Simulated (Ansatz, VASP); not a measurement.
CdF2: VASP beside Ansatz

```
Cd F
1.0
     0.00000    2.71184    2.71184
     2.71184    0.00000    2.71184
     2.71184    2.71184    0.00000
Cd F
1 2
Direct
  0.00000 0.00000 0.00000
  0.75000 0.75000 0.75000
  0.25000 0.25000 0.25000
```

Change from the starting cell: volume scaled by 1.02.

Alike in both runs: task single point; functional PBEsol; k mesh 9 × 9 × 9; occupations fermi-dirac, width 0.05 eV; no spin polarisation.

|  | VASP | Ansatz |
| --- | --- | --- |
| version | VASP 6.6.1 | Ansatz 0.2.0 |
| potentials or method | VASP PAW PBE potentials, release 64 (Cd, F), cutoff 520 eV | all-electron LAPW, scalar-relativistic |

|  | VASP | Ansatz | Ansatz less VASP |
| --- | --- | --- | --- |
| gap on the k mesh at the Fermi level (eV) | 2.87 | 2.89 | +0.024 |
| least direct gap on the mesh (eV) | 3.35 | 3.38 | +0.026 |
| pressure (GPa) | -1.6 | -2.3 | -0.69 |

VASP's potentials were made for PBE, not for PBEsol. Ansatz ran all-electron here, and VASP with PAW potentials.
